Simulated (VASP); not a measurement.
Write the native input for VASP 6.6.1 that does the following.

* Task: single point
* Functional: PBEsol
* Potentials or basis: VASP PAW PBE potentials, release 64 (Hf_pv, C)
* Cutoff: 520 eV
* k mesh: 5 × 5 × 3
* Occupations: fermi-dirac, width 0.05 eV
* Spin: no spin polarisation
* Dipole correction: no
* Further INCAR settings: ALGO = Normal; EDIFF = 1e-06; NBANDS = 22

The structure of HfC lies in POSCAR:

```
HfC
1.0
    3.3578000000      0.0033400000     -0.0525200000
   -1.6760100000      2.9268900000      0.0114900000
   -0.0817400000     -0.0265400000      5.2508800000
Hf C
2 2
Direct
    0.7299620584      0.3806624628      0.7710720724
    0.2997600000      0.6840500000      0.2451000000
    0.9767700000      0.9808300000      0.9618200000
    0.9706000000      0.9766700000      0.4899200000
```

These files were run (other wordings do the same):

INCAR

```
  PREC = Accurate
  ENCUT = 520
  EDIFF = 1E-6
  ISMEAR = -1
  SIGMA = 0.05
  LREAL = False
  LASPH = True
  NELM = 80
  ALGO = Normal
  ISIF = 2
  LWAVE = False
  LCHARG = True
  GGA = PS
  LELF = True
  LVHAR = True
  NBANDS = 22
```

KPOINTS

```
Automatic mesh
0
Gamma
  5 5 3
```

Potentials or basis: VASP PAW PBE potentials, release 64 (Hf_pv, C).

The run is started by

```bash
$ cat potpaw_PBE.64/Hf_pv/POTCAR potpaw_PBE.64/C/POTCAR > POTCAR
$ mpirun -np 1 vasp_std > vasp.out
```

Results of the run:

```json
{"Pressure": "-3.2 GPa", "Largest force": "5.968 eV/Å", "Band gap on the k mesh": "zero (band 14 reaches 6.19 eV, above the bottom of band 15 at 5.76 eV)"}
```

Caveat: the k points lie up to 0.43 Å⁻¹ apart; the PAW data sets were made with another functional, which shifts forces and pressure a little; spin-orbit coupling is left out, which moves the levels of the heavy elements.

It took 77 s on 1 thread of Intel Xeon 8259CL, on a shared host, peak memory 0.2 GiB.
